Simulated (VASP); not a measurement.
# TiHg (P4/mmm) in VASP: relaxation of cell and atoms with LDA

Aim: the relaxation of cell and atoms of TiHg with LDA.

Program: VASP 6.6.1. These are calculated values, not measurements. Logs are shortened: lines on timing, memory, paths and dates and some standing lists are left out, and cuts for length are marked.

## 1. The cell of the first run

Symmetry: P4/mmm, No. 123, tetragonal system. The conventional cell has a = 3.009 Å, b = 3.009 Å, c = 4.041 Å, α = 90.00°, β = 90.00°, γ = 90.00°. Within 4.3 Å of Ti (site symmetry 4/mmm) lie 8 Hg at 2.93 Å and 10 Ti at 3.01 to 4.26 Å. Within 4.3 Å of Hg (site symmetry 4/mmm) lie 8 Ti at 2.93 Å and 10 Hg at 3.01 to 4.26 Å.

## 2. Relaxation of cell and atoms, LDA

The input, INCAR:

```
SYSTEM = TiHg
  ALGO = Normal
  EDIFF = 1E-7
  EDIFFG = -0.005
  ENCUT = 500
  GGA = CA
  GGA_COMPAT = .FALSE.
  IBRION = 2
  ISIF = 3
  ISMEAR = 0
  LASPH = .TRUE.
  LCHARG = .FALSE.
  LREAL = .FALSE.
  LWAVE = .FALSE.
  NELM = 120
  NELMIN = 4
  NSW = 100
  PREC = Accurate
  SIGMA = 0.1
```

The input, KPOINTS:

```
k-points
0
G
  14 14 10
  0 0 0
```

The input, POSCAR:

```
TiHg
1.0
    3.0090000000      0.0000000000      0.0000000000
    0.0000000000      3.0090000000      0.0000000000
    0.0000000000      0.0000000000      4.0410000000
Ti Hg
1 1
Direct
    0.5000000000      0.5000000000      0.5000000000
    0.0000000000      0.0000000000      0.0000000000
```

Potentials or basis: VASP PAW LDA potentials, release 64 (Ti_sv, Hg_sv_GW).

Command:

```sh
> cat potpaw_LDA.64/Ti_sv/POTCAR potpaw_LDA.64/Hg_sv_GW/POTCAR > POTCAR
> mpirun -np 1 vasp_std > vasp.out
```

OUTCAR:

```text
SYSTEM = TiHg
   EDIFF = 1E-7
   EDIFFG = -0.005
   ENCUT = 500
   GGA = CA
   IBRION = 2
   ISIF = 3
   ISMEAR = 0
   LASPH = .TRUE.
   LREAL = .FALSE.
   NELM = 120
   NELMIN = 4
   NSW = 100
   PREC = Accurate

 ion  position               nearest neighbor table
   1  0.500  0.500  0.500-   2 2.93   2 2.93   2 2.93   2 2.93   2 2.93   2 2.93   2 2.93   2 2.93

   2  0.000  0.000  0.000-   1 2.93   1 2.93   1 2.93   1 2.93   1 2.93   1 2.93   1 2.93   1 2.93

  LATTYP: Found a simple tetragonal cell.
 ALAT       =     3.0090000000
 C/A-ratio  =     1.3429710867

  Lattice vectors:

 A1 = (   3.0090000000,   0.0000000000,   0.0000000000)
 A2 = (   0.0000000000,   3.0090000000,   0.0000000000)
 A3 = (   0.0000000000,   0.0000000000,   4.0410000000)

Analysis of symmetry for initial positions (statically):
=====================================================================
 Subroutine PRICEL returns:
 Original cell was already a primitive cell.

 Routine SETGRP: Setting up the symmetry group for a
 simple tetragonal supercell.

 Subroutine GETGRP returns: Found 16 space group operations
 (whereof 16 operations were pure point group operations)
 out of a pool of 16 trial point group operations.

The static configuration has the point symmetry D_4h.

Analysis of symmetry for dynamics (positions and initial velocities):
=====================================================================
 Subroutine PRICEL returns:
 Original cell was already a primitive cell.

 Routine SETGRP: Setting up the symmetry group for a
 simple tetragonal supercell.

 Subroutine GETGRP returns: Found 16 space group operations
 (whereof 16 operations were pure point group operations)
 out of a pool of 16 trial point group operations.

The dynamic configuration has the point symmetry D_4h.

 Subroutine INISYM returns: Found 16 space group operations
 (whereof 16 operations are pure point group operations),
 and found     1 'primitive' translations

----------------------------------------------------------------------------------------

                                     Primitive cell

  volume of cell :      36.5875

  direct lattice vectors                    reciprocal lattice vectors
     3.009000000  0.000000000  0.000000000     0.332336324  0.000000000  0.000000000
     0.000000000  3.009000000  0.000000000     0.000000000  0.332336324  0.000000000
     0.000000000  0.000000000  4.041000000     0.000000000  0.000000000  0.247463499

  length of vectors
     3.009000000  3.009000000  4.041000000     0.332336324  0.332336324  0.247463499

  position of ions in fractional coordinates (direct lattice)
     0.500000000  0.500000000  0.500000000
     0.000000000  0.000000000  0.000000000

  ion indices of the primitive-cell ions
   primitive index   ion index
                 1           1
                 2           2

----------------------------------------------------------------------------------------

 KPOINTS: k-points

Automatic generation of k-mesh.
 Grid dimensions read from file:
 generate k-points for:   14   14   10

 Generating k-lattice:

  Cartesian coordinates                     Fractional coordinates (reciprocal lattice)
     0.023738309  0.000000000  0.000000000     0.071428571  0.000000000  0.000000000
     0.000000000  0.023738309  0.000000000     0.000000000  0.071428571  0.000000000
     0.000000000  0.000000000  0.024746350     0.000000000  0.000000000  0.100000000

  Length of vectors
     0.023738309  0.023738309  0.024746350

  Shift w.r.t. Gamma in fractional coordinates (k-lattice)
     0.000000000  0.000000000  0.000000000

 Subroutine IBZKPT returns following result:
 ===========================================

 Found    216 irreducible k-points:

 Following reciprocal coordinates:
            Coordinates               Weight
  0.000000  0.000000  0.000000      1.000000
  0.071429  0.000000  0.000000      4.000000
  0.142857  0.000000  0.000000      4.000000
  0.214286  0.000000  0.000000      4.000000
  0.285714  0.000000  0.000000      4.000000
  0.357143  0.000000  0.000000      4.000000
[... 16 lines left out ...]
  0.285714  0.214286  0.000000      8.000000
  0.357143  0.214286  0.000000      8.000000
 [... further k-points ...]
   k-points           NKPTS =    216   k-points in BZ     NKDIM =    216   number of bands    NBANDS=     20
   number of dos      NEDOS =    301   number of ions     NIONS =      2
   total plane-waves  NPLWV =  17280
   dimension x,y,z NGX =    24 NGY =   24 NGZ =   30
   dimension x,y,z NGXF=    48 NGYF=   48 NGZF=   60
   ions per type =               1   1
   NGX,Y,Z   is equivalent  to a cutoff of  13.26, 13.26, 12.34 a.u.
   NGXF,Y,Z  is equivalent  to a cutoff of  26.52, 26.52, 24.68 a.u.
 SYSTEM =  TiHg
   PREC   = accura    normal or accurate (medium, high low for compatibility)
   ISTART =      0    job   : 0-new  1-cont  2-samecut
   ICHARG =      2    charge: 1-file 2-atom 10-const
   ISPIN  =      1    spin polarized calculation?
   LNONCOLLINEAR =      F non collinear calculations
   LSORBIT =      F    spin-orbit coupling
   LASPH  =      T    aspherical Exc in radial PAW
   ENCUT  =  500.0 eV  36.75 Ry    6.06 a.u.   5.49  5.49  7.37*2*pi/ulx,y,z
   NELM   =    120;   NELMIN=  4; NELMDL= -5     # of ELM steps
   EDIFF  = 0.1E-06   stopping-criterion for ELM
   LREAL  =      F    real-space projection
   EDIFFG = -.5E-02   stopping-criterion for IOM
   NSW    =    100    number of steps for IOM
   IBRION =      2    ionic relax: 0-MD 1-quasi-New 2-CG
   NFREE  =      1    steps in history (QN), initial steepest desc. (CG)
   ISIF   =      3    stress and relaxation
   ISYM   =      2    0-nonsym 1-usesym 2-fastsym
   POTIM  = 0.5000    time-step for ionic-motion
   TEBEG  =    0.0;   TEEND  =   0.0 temperature during run
   PSTRESS=    0.0 pullay stress
   NELECT =      32.0000    total number of electrons
   NUPDOWN=      -1.0000    fix difference up-down
   EMIN   =  10.00;   EMAX   =-10.00  energy-range for DOS
   EFERMI =   0.00;   METHOD = LEGACY
   ISMEAR =     0;   SIGMA  =   0.10  broadening in eV -4-tet -1-fermi 0-gaus
   EFERMI_NEDOS =   21; number of points for ismear=-14 and -15
   IALGO  =     38    algorithm
   IMIX   =      4    mixing-type and parameters
     AMIX     =   0.40;   BMIX     =  1.00
     AMIX_MAG =   1.60;   BMIX_MAG =  1.00
  volume/ion in A,a.u.               =      18.29       123.45
  Fermi-wavevector in a.u.,A,eV,Ry     =   1.565599  2.958552 33.349225  2.451099
  Thomas-Fermi vector in A             =   2.668051
   LORBIT       =      0    0 simple, 1 ext, 2 COOP (PROOUT), +10 PAW based schemes
   GGA     = CA    functional components
   LHFCALC =     F    Hartree Fock is set to
   AEXX    =    0.0000 exact exchange contribution
   IVDW    =     0    specifies the selected vdW correction
   LEPSILON=     F    determine dielectric tensor
   LRPA    =     F    only Hartree local field effects (RPA)
 conjugate gradient relaxation of ions
 non-spin polarized calculation
 Gauss-broadening in eV      SIGMA  =   0.10
  energy-cutoff  :      500.00
  volume of cell :       36.59
 maximum number of plane-waves:       959
 NGX is ok and might be reduce to    24
   NGX = 11   NGY = 11   NGZ = 15

--------------------------------------- Ionic step        1  -------------------------------------------

 number of electron      31.9999992 magnetization

 Free energy of the ion-electron system (eV)
  ---------------------------------------------------
  ext. energy  EPLUGINS =         0.00000000
  ---------------------------------------------------
  free energy    TOTEN  =        -9.82766011 eV

  energy without entropy =       -9.81305558  energy(sigma->0) =       -9.82035785

------------------------ aborting loop because EDIFF is reached ----------------------------------------

  FORCE on cell =-STRESS in cart. coord.  units (eV):
  Direction    XX          YY          ZZ          XY          YZ          ZX
  --------------------------------------------------------------------------------------
  -------------------------------------------------------------------------------------
  Total       -1.7175371     -1.7175371     -1.4672324      0.0000000      0.0000000      0.0000000
  in kB      -75.2113668    -75.2113668    -64.2504644      0.0000000      0.0000000      0.0000000
  external PRESSURE =     -71.5577327 kB  Pullay stress =       0.0000000 kB
[... 273 lines left out ...]
  energy  without entropy=       -9.8652813164  energy(sigma->0) =       -9.87159402

--------------------------------------- Ionic step        9  -------------------------------------------

 number of electron      32.0000007 magnetization

 Free energy of the ion-electron system (eV)
  ---------------------------------------------------
  ext. energy  EPLUGINS =         0.00000000
  ---------------------------------------------------
  free energy    TOTEN  =        -9.87792784 eV

  energy without entropy =       -9.86532095  energy(sigma->0) =       -9.87162439

 E-fermi :   8.9700     XC(G=0): -12.7385

 val. band max:        8.9681262766   @ k =   0.2857   0.0714   0.1000
 cond. band min:       8.9762696708   @ k =   0.3571   0.1429   0.1000
 fundamental gap:      0.0081433942
 Fermi energy:         8.9700273049

 k-point     1 :       0.0000    0.0000    0.0000
  band No.  band energies     occupation
      1    -106.2612      2.00000
      2     -54.8517      2.00000
      3     -54.8262      2.00000
      4     -54.8262      2.00000
      5     -47.2807      2.00000
      6     -24.0823      2.00000
[... 12 lines left out ...]
     19      11.0985      0.00000
[... 513 lines left out ...]
      4     -54.8447      2.00000
      5     -47.2328      2.00000
      6     -24.0384      2.00000
[... 12 lines left out ...]
     19      10.5901      0.00000
     20      13.0140      0.00000

 [... further k-points ...]

------------------------ aborting loop because EDIFF is reached ----------------------------------------

  FORCE on cell =-STRESS in cart. coord.  units (eV):
  Direction    XX          YY          ZZ          XY          YZ          ZX
  --------------------------------------------------------------------------------------
  -------------------------------------------------------------------------------------
  Total       -0.0015137     -0.0015137     -0.0025020      0.0000000      0.0000000      0.0000000
  in kB       -0.0702214     -0.0702214     -0.1160700      0.0000000      0.0000000      0.0000000
  external PRESSURE =      -0.0855043 kB  Pullay stress =       0.0000000 kB
[... 17 lines left out ...]
  FREE ENERGIE OF THE ION-ELECTRON SYSTEM (eV)
  ---------------------------------------------------
  free  energy   TOTEN  =        -9.8779278395 eV

  energy  without entropy=       -9.8653209500  energy(sigma->0) =       -9.87162439

 reached required accuracy - stopping structural energy minimisation
```

Run time: 4.8 min. Hardware: 1 thread of Intel Xeon 6975P-C (Granite Rapids), shared host; peak memory 0.31 GiB.

Results:

* Free energy: -9.8779 eV
* Relaxed volume: 17.27 Å³/atom
* Relaxed cell: a = 2.930 Å, b = 2.930 Å, c = 4.024 Å, α = 90.00°, β = 90.00°, γ = 90.00°
* Space group after relaxing (to 0.1 Å): P4/mmm (No. 123)
* Energy gained by relaxing: 25.1 meV/atom
* Ionic steps: 9
* Pressure after relaxing: 0.0 GPa
* Band gap on the k mesh: zero (bands 16 and 17 overlap by 1.29 eV)

Step by step:
```csv
step,energy change (eV),largest force (eV/Å),pressure (GPa),volume (Å³)
1,0.0000,0.0000,-7.16,36.59
2,0.0172,0.0000,10.54,32.43
3,-0.0482,0.0000,-0.05,34.58
4,-0.0482,0.0000,0.11,34.54
5,-0.0495,0.0000,0.10,34.53
6,-0.0502,0.0000,0.09,34.51
7,-0.0503,0.0000,0.10,34.51
8,-0.0502,0.0000,-0.17,34.58
9,-0.0503,0.0000,-0.01,34.54
```

Final structure:
```cif
data_structure
_symmetry_space_group_name_H-M 'P 1'
_symmetry_Int_Tables_number 1
_cell_length_a 2.9295
_cell_length_b 2.9295
_cell_length_c 4.0243
_cell_angle_alpha 90.000
_cell_angle_beta 90.000
_cell_angle_gamma 90.000
_cell_volume 34.54
loop_
_atom_site_label
_atom_site_type_symbol
_atom_site_fract_x
_atom_site_fract_y
_atom_site_fract_z
_atom_site_occupancy
Ti1 Ti 0.50000 0.50000 0.50000 1
Hg1 Hg 0.00000 0.00000 0.00000 1
```

Caveat: spin-orbit coupling is left out, which moves the levels of the heavy elements.
